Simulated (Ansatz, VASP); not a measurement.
# AlSn in VASP and in Ansatz

```
Al Sn
1.0
     4.19811    0.00000    0.00000
    -2.09905    3.63567    0.00000
     0.00000    0.00000    3.30685
Al Sn
1 1
Direct
  0.00000 0.00000 0.00000
  0.33333 0.66667 0.50000
```

Alike in both runs: task relaxation of cell and atoms; functional PBEsol; k mesh 11 × 11 × 12; occupations fermi-dirac, width 0.05 eV; no spin polarisation.

```csv
,VASP,Ansatz
version,VASP 6.6.1,Ansatz 0.2.0
potentials or method,"VASP PAW PBE potentials, release 64 (Al, Sn_d)","PAW with Ansatz's default frozen-core files, scalar-relativistic"
plane-wave cutoff (eV),600,420
valence electrons in the cell,17,17
```

```tsv
	VASP	Ansatz	Ansatz less VASP
relaxed volume (Å³/atom)	24.35	24.37	+0.015
relaxed length of the cell vector where the two differ most in proportion (Å)	4.211	4.212	+0.0014
```

VASP's potentials were made for PBE, not for PBEsol.
